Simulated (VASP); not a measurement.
# AgCl (Fm-3m) in VASP: notebook, part 2 of 2

VASP 6.6.1. The steps go on from the part before.

## 5. Relaxation of cell and atoms, PBEsol, target pressure 20 GPa, at which the enthalpy is minimised

File INCAR:

```
SYSTEM = AgCl
PREC = Accurate
ENCUT = 600
EDIFF = 1E-6
ISMEAR = -1
SIGMA = 0.05
LREAL = .False.
LASPH = .True.
NELM = 60
ALGO = Normal
ISIF = 3
LWAVE = .False.
LCHARG = .False.
GGA = PS
IBRION = 2
NSW = 80
EDIFFG = -0.005
PSTRESS = 200.0
```

File KPOINTS:

```
regular mesh
0
Gamma
  8 8 8
  0 0 0
```

File POSCAR:

```
AgCl
1.0
    0.0000000000      2.7350000000      2.7350000000
    2.7350000000      0.0000000000      2.7350000000
    2.7350000000      2.7350000000      0.0000000000
Ag Cl
1 1
Direct
    0.0000000000      0.0000000000      0.0000000000
    0.5000000000      0.5000000000      0.5000000000
```

Potentials or basis: VASP PAW PBE potentials, release 64 (Ag, Cl).

The run is started by

```bash
$ cat potpaw_PBE.64/Ag/POTCAR potpaw_PBE.64/Cl/POTCAR > POTCAR
$ mpirun -np 1 vasp_std > vasp.out
```

OUTCAR:

```text
SYSTEM = AgCl
   PREC = Accurate
   ENCUT = 600
   EDIFF = 1E-6
   ISMEAR = -1
   LREAL = .False.
   LASPH = .True.
   NELM = 60
   ISIF = 3
   GGA = PS
   IBRION = 2
   NSW = 80
   EDIFFG = -0.005
   PSTRESS = 200.0

 ion  position               nearest neighbor table
   1  0.000  0.000  0.000-   2 2.73   2 2.73   2 2.73   2 2.73   2 2.73   2 2.73
   2  0.500  0.500  0.500-   1 2.73   1 2.73   1 2.73   1 2.73   1 2.73   1 2.73

  LATTYP: Found a face centered cubic cell.
 ALAT       =     5.4700000000

  Lattice vectors:

 A1 = (   0.0000000000,   2.7350000000,   2.7350000000)
 A2 = (   2.7350000000,   0.0000000000,   2.7350000000)
 A3 = (   2.7350000000,   2.7350000000,   0.0000000000)

Analysis of symmetry for initial positions (statically):
=====================================================================
 Subroutine PRICEL returns:
 Original cell was already a primitive cell.

 Routine SETGRP: Setting up the symmetry group for a
 face centered cubic supercell.

 Subroutine GETGRP returns: Found 48 space group operations
 (whereof 48 operations were pure point group operations)
 out of a pool of 48 trial point group operations.

The static configuration has the point symmetry O_h .

Analysis of symmetry for dynamics (positions and initial velocities):
=====================================================================
 Subroutine PRICEL returns:
 Original cell was already a primitive cell.
[... 164 lines left out ...]
  Total       -0.1896165     -0.1896165     -0.1896165      0.0000000      0.0000000     -0.0000000
  in kB       -7.4247984     -7.4247984     -7.4247984      0.0000000      0.0000000     -0.0000000
  external PRESSURE =    -207.4247984 kB  Pullay stress =     200.0000000 kB
[... 25 lines left out ...]
--------------------------------------- Ionic step        2  -------------------------------------------

 number of electron      18.0000002 magnetization

 E-fermi :  11.7226     XC(G=0): -12.7234

 val. band max:       11.1186970213   @ k =   0.5000   0.0000   0.0000
 cond. band min:      12.2663625223   @ k =   0.5000   0.5000   0.0000
 fundamental gap:      1.1476655010
 Fermi energy:        11.7226258687

 k-point     1 :       0.0000    0.0000    0.0000
  band No.  band energies     occupation
      1      -8.1831      2.00000
      2       5.6514      2.00000
      3       5.6514      2.00000
      4       5.6514      2.00000
      5       5.7543      2.00000
      6       5.7543      2.00000
      7       6.5280      2.00000
      8       6.5280      2.00000
      9       6.5280      2.00000
     10      12.3464      0.00001
     11      21.5827      0.00000
     12      21.5827      0.00000
     13      21.5827      0.00000
[... 557 lines left out ...]
--------------------------------------- Ionic step        7  -------------------------------------------

 number of electron      18.0000001 magnetization

 Free energy of the ion-electron system (eV)
  ---------------------------------------------------
  ext. energy  EPLUGINS =         0.00000000
  ---------------------------------------------------
  free energy    TOTEN  =        -5.68379407 eV

  energy without entropy =       -5.68379090  energy(sigma->0) =       -5.68379249

 E-fermi :   8.0153     XC(G=0): -11.6222

 val. band max:        7.5257500073   @ k =   0.5000   0.0000   0.0000
 cond. band min:       8.3702177410   @ k =   0.0000   0.0000   0.0000
 fundamental gap:      0.8444677337
 Fermi energy:         8.0153115397

 k-point     1 :       0.0000    0.0000    0.0000
  band No.  band energies     occupation
      1      -9.7025      2.00000
      2       3.6385      2.00000
      3       3.6385      2.00000
      4       3.6385      2.00000
      5       3.7036      2.00000
      6       3.7036      2.00000
      7       4.0048      2.00000
      8       4.0048      2.00000
      9       4.0048      2.00000
     10       8.3702      0.00165
     11      18.1426      0.00000
     12      18.1426      0.00000
     13      18.1426      0.00000
[... 401 lines left out ...]
  energy  without entropy=       -5.6837909047  energy(sigma->0) =       -5.68379249

  enthalpy is  TOTEN    =        -1.5774634551 eV   P V=        4.1063306134

 reached required accuracy - stopping structural energy minimisation
```

OSZICAR:

```text
N       E                     dE             d eps       ncg     rms          rms(c)
DAV:   1     0.109337149969E+03    0.10934E+03   -0.96698E+03   762   0.142E+03
DAV:   2    -0.142209844740E+01   -0.11076E+03   -0.10363E+03   892   0.264E+02
DAV:   3    -0.617915307501E+01   -0.47571E+01   -0.47411E+01   884   0.590E+01
[... 61 lines left out ...]
DAV:   2    -0.568387494822E+01    0.10621E-02   -0.28587E-03   754   0.703E-01    0.936E-02
DAV:   3    -0.568379668230E+01    0.78266E-04   -0.19678E-04   784   0.117E-01    0.573E-02
DAV:   4    -0.568379267298E+01    0.40093E-05   -0.13186E-05   822   0.309E-02    0.205E-02
DAV:   5    -0.568379387697E+01   -0.12040E-05   -0.16059E-06   564   0.233E-02    0.432E-03
DAV:   6    -0.568379406847E+01   -0.19150E-06   -0.92112E-07   377   0.127E-02
   7 F= -.15774635E+01 E0= -.15774619E+01  d E =-.126150E-03
```

CONTCAR:

```text
AgCl
   1.00000000000000
     0.0000000000000000    2.5431276981573618    2.5431276981573618
     2.5431276981573618    0.0000000000000000    2.5431276981573618
     2.5431276981573618    2.5431276981573618   -0.0000000000000000
  Ag              Cl
     1     1
Direct
     0.0000000000000000    0.0000000000000000    0.0000000000000000
     0.5000000000000000    0.5000000000000000    0.5000000000000000

  0.00000000E+00  0.00000000E+00  0.00000000E+00
  0.00000000E+00  0.00000000E+00  0.00000000E+00
```

It took 1.9 min on 1 thread of Intel Xeon 8259CL, shared host; peak memory 0.2 GiB.

Results:

* Free energy: -5.6838 eV
* Relaxed volume: 16.45 Å³/atom
* Relaxed cell: a = 3.597 Å, b = 3.597 Å, c = 3.597 Å, α = 60.00°, β = 60.00°, γ = 60.00°
* Space group after relaxing (to 0.1 Å): Fm-3m (No. 225)
* Energy change on relaxing (the run minimises the enthalpy): +188.2 meV/atom
* Ionic steps: 7
* Pressure after relaxing: 20.0 GPa
* Band gap on the k mesh: 0.84 eV (least direct gap 3.16 eV)

Step by step:
```csv
step,energy change (eV),largest force (eV/Å),pressure (GPa),volume (Å³)
1,0.0000,0.0000,-0.74,40.92
2,1.7517,0.0000,63.61,27.15
3,0.3459,0.0000,18.86,33.15
4,0.3697,0.0000,19.72,32.95
5,0.3883,0.0000,20.40,32.80
6,0.3659,0.0000,19.66,32.98
7,0.3764,0.0000,19.98,32.90
```

Final structure:
```
Ag Cl
1.0
     0.00000    2.54313    2.54313
     2.54313    0.00000    2.54313
     2.54313    2.54313    0.00000
Ag Cl
1 1
Direct
  0.00000 0.00000 0.00000
  0.50000 0.50000 0.50000
```

Caveat: the cell is relaxed towards a set pressure, so the run minimises the enthalpy, not the energy; the volume moved by over 15 % at a fixed basis, so the end points are rough; the PAW data sets were made with another functional, which shifts forces and pressure a little. A k mesh can miss the band edges.

## 6. Overview

| cell | gap on the mesh (eV) | pressure (GPa) |
| --- | --- | --- |
| relaxed | 0.72 | 0.0 |
| relaxed to 5 GPa | 0.74 | 5.0 |
| relaxed to 10 GPa | 0.77 | 10.0 |
| relaxed to 20 GPa | 0.84 | 20.0 |

Alike in all rows: task relaxation of cell and atoms; level PBEsol; potentials or basis VASP PAW PBE potentials, release 64 (Ag, Cl); no spin polarisation; k mesh 8 × 8 × 8; cutoff (eV) 600; smearing fermi-dirac 0.05 eV.

Caveats: the PAW data sets were made with another functional, which shifts forces and pressure a little; the cell is relaxed towards a set pressure, so the run minimises the enthalpy, not the energy (at least some runs); the volume moved by over 15 % at a fixed basis, so the end points are rough (at least some runs).

Absolute energies hang on the potentials; compare differences alone.
